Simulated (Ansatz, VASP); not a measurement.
# MgO: VASP beside Ansatz

Contents of POSCAR:

```
MgO
1.0
    0.0000000000      2.1021674168      2.1021674168
    2.1021674168      0.0000000000      2.1021674168
    2.1021674168      2.1021674168      0.0000000000
Mg O
1 1
Direct
    0.0000000000      0.0000000000      0.0000000000
    0.5000000000      0.5000000000      0.5000000000
```

Contents of INCAR.step1:

```
PREC = Accurate
ENCUT = 520
ISMEAR = 0
SIGMA = 0.01
LREAL = F
LASPH = T
NELM = 60
NBANDS = 11
GGA = PE
ALGO = Normal
EDIFF = 1E-4
LWAVE = T
LCHARG = F
```

The input INCAR.step2:

```
PREC = Accurate
ENCUT = 520
EDIFF = 1E-6
ISMEAR = 0
SIGMA = 0.01
LREAL = F
LASPH = T
NELM = 60
ALGO = Normal
ISIF = 2
LWAVE = F
LCHARG = F
METAGGA = R2SCAN
LMIXTAU = T
IVDW = 13
VDW_S6 = 1.0
VDW_S8 = 0.6018749
VDW_A1 = 0.51559235
VDW_A2 = 5.77342911
NBANDS = 11
ISTART = 1
```

Contents of KPOINTS:

```
regular mesh
0
Gamma
  8 8 8
```

Input for Ansatz:

```yaml
crystal:
  lattice:
    - [0.0, 2.1021674168, 2.1021674168]
    - [2.1021674168, 0.0, 2.1021674168]
    - [2.1021674168, 2.1021674168, 0.0]
  atoms:
    - { symbol: Mg, position: [0.0, 0.0, 0.0] }
    - { symbol: O, position: [0.5, 0.5, 0.5] }
kpoints:
  mp_grid: { grid: [8, 8, 8] }
hamiltonian:
  xc: r2scan
  dispersion: d4
scf:
  occupations: { method: fixed }
  n_extra_bands: 4
output:
  forces: true
  stress: true
  eigenvalues: true
```

Alike in both runs: task single point; functional r2SCAN; dispersion D4; k mesh 8 × 8 × 8; no spin polarisation.

```csv
,VASP,Ansatz
version,VASP 6.6.1,Ansatz 0.2.0
potentials or method,"VASP PAW PBE potentials, release 64 (Mg, O)",plane waves
plane-wave cutoff (eV),520,500
occupations,"gaussian, width 0.01 eV",fixed
valence electrons in the cell,8,16
```

Ansatz gave:

| Property | Result |
| --- | --- |
| gap on the k mesh at the Fermi level (eV) | 5.68 |
| pressure (GPa) | -1.2 |

Question: Estimate VASP's values.

Answer: gap on the k mesh at the Fermi level (eV): 5.66; pressure (GPa): -2.4.

VASP's potentials were made for PBE, not for r2SCAN. VASP's potentials hold 8 valence electrons a cell and Ansatz's 16, so a difference there can come from the potentials and not from the codes.
